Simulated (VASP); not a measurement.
A run of VASP 6.6.1 is set up as follows.

Contents of INCAR:

```
  ALGO = Normal
  EDIFF = 1E-7
  ENCUT = 520
  GGA = PE
  ISIF = 2
  ISMEAR = 0
  LASPH = True
  LCHARG = False
  LREAL = False
  LWAVE = False
  NBANDS = 50
  NELM = 60
  PREC = Accurate
  SIGMA = 0.1
```

KPOINTS

```
k-points
0
Gamma
  4 4 4
```

Contents of POSCAR:

```
ZrGe4Mo
1.0
    0.0000000000      3.7470328700      3.7470328700
    3.7470328700      0.0000000000      3.7470328700
    3.7470328700      3.7470328700      0.0000000000
Zr Ge Mo
1 4 1
Direct
    0.2500000000      0.2500000000      0.2500000000
    0.6249476700      0.1251570000      0.6249476700
    0.6249476700      0.6249476700      0.6249476700
    0.1251570000      0.6249476700      0.6249476700
    0.6249476700      0.6249476700      0.1251570000
    0.0000000000      0.0000000000      0.0000000000
```

Potentials or basis: VASP PAW PBE potentials, release 64 (Zr_sv, Ge_d, Mo_sv).

The run is started by

```sh
$ cat potpaw_PBE.64/Zr_sv/POTCAR potpaw_PBE.64/Ge_d/POTCAR potpaw_PBE.64/Mo_sv/POTCAR > POTCAR
$ mpirun -np 1 vasp_std > vasp.out
```

(1) What does it give for the band gap on the k mesh?

(2) What does it give for the largest force?

Answers

(1) zero (band 41 reaches 9.56 eV, above the bottom of band 42 at 8.64 eV).

(2) 0.041 eV/Å.

Caveat: the k points lie up to 0.36 Å⁻¹ apart.
